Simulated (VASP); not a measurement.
Set up this calculation in VASP 6.6.1, as the native input.

* Task: single point
* Functional: LDA
* Potentials or basis: VASP PAW LDA potentials, release 64 (Re)
* Cutoff: 600 eV
* k mesh: 10 × 10 × 10
* Occupations: gaussian, width 0.05 eV
* Spin: no spin polarisation
* Dipole correction: no
* Further INCAR settings: ALGO = Normal; EDIFF = 1e-06; NBANDS = 10

The structure of Re lies in POSCAR:

```
Re
1.0
    0.0000000000      1.9084964836      1.9084964836
    1.9084964836      0.0000000000      1.9084964836
    1.9084964836      1.9084964836      0.0000000000
Re
1
Direct
    0.0000000000      0.0000000000      0.0000000000
```

This isn't the form of Re at room conditions, which is hcp.

The input as run:

INCAR

```
  PREC = Accurate
  ENCUT = 600
  EDIFF = 1E-6
  ISMEAR = 0
  SIGMA = 0.05
  LREAL = False
  LASPH = True
  NELM = 120
  ALGO = Normal
  ISIF = 2
  LWAVE = False
  LCHARG = False
  NBANDS = 10
  GGA_COMPAT = False
```

KPOINTS

```
Automatic mesh
0
Gamma
  10 10 10
```

Potentials or basis: VASP PAW LDA potentials, release 64 (Re).

Launch:

```console
$ cat potpaw_LDA.64/Re/POTCAR > POTCAR
$ mpirun -np 1 vasp_std > vasp.out
```

It gave:

```json
{
  "Pressure": "17.1 GPa",
  "Band gap on the k mesh": "zero (an odd number of electrons rules out a gap without spin polarisation)"
}
```

Caveat: the cell stands under pressure; spin-orbit coupling is left out, which moves the levels of the heavy elements.

Wall time 3.4 s on 1 thread of Intel(R) Xeon(R) 6975P-C (Granite Rapids), on a shared host, peak memory 0.13 GiB.
